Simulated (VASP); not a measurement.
**GaP: single point with PBE**

Crystal: GaP.

```
Ga P
1.0
     3.58880    0.00000    0.00000
    -1.79440    3.10799    0.00000
     0.00000    0.00000    6.20871
Ga P
2 2
Direct
  0.00000 0.00000 0.00000
  0.00000 0.00000 0.50000
  0.33333 0.66667 0.25000
  0.66667 0.33333 0.75000
```

```yaml
Program: VASP 6.6.1
Task: single point
Functional: PBE
Potentials_or_basis: VASP PAW PBE potentials, release 64 (Ga_d, P)
Cutoff: 500 eV
k_mesh: 6 × 6 × 4
Occupations: gaussian, width 0.1 eV
Spin: no spin polarisation
Dipole_correction: no
Further_INCAR_settings: ALGO = Normal; EDIFF = 1e-06; NBANDS = 26
```

The pressure is 0.2 GPa and the band gap on the k mesh is zero (band 18 reaches 6.98 eV, above the bottom of band 19 at 3.26 eV).

Stress tensor (GPa, compression positive):
```
0.19 0.00 0.00
0.00 0.19 0.00
0.00 0.00 0.32
```

Levels at points of the mesh, in eV from the Fermi level:
```csv
k point,band 16,band 17,band 18,band 19,band 20,band 21
"(0.00, 0.00, 0.00)",-0.14,0.33,0.33,0.78,3.24,5.06
"(0.50, 0.00, 0.00)",-4.38,-2.48,0.05,1.23,1.66,2.92
"(0.00, 0.00, 0.50)",0.15,0.15,0.15,2.99,2.99,4.71
"(0.50, 0.00, 0.50)",-2.00,-1.59,-1.59,-0.35,-0.35,3.38
```

It took 34 s on 1 thread of AMD EPYC 9R45 (Zen 5), on a shared host, peak memory 0.16 GiB.
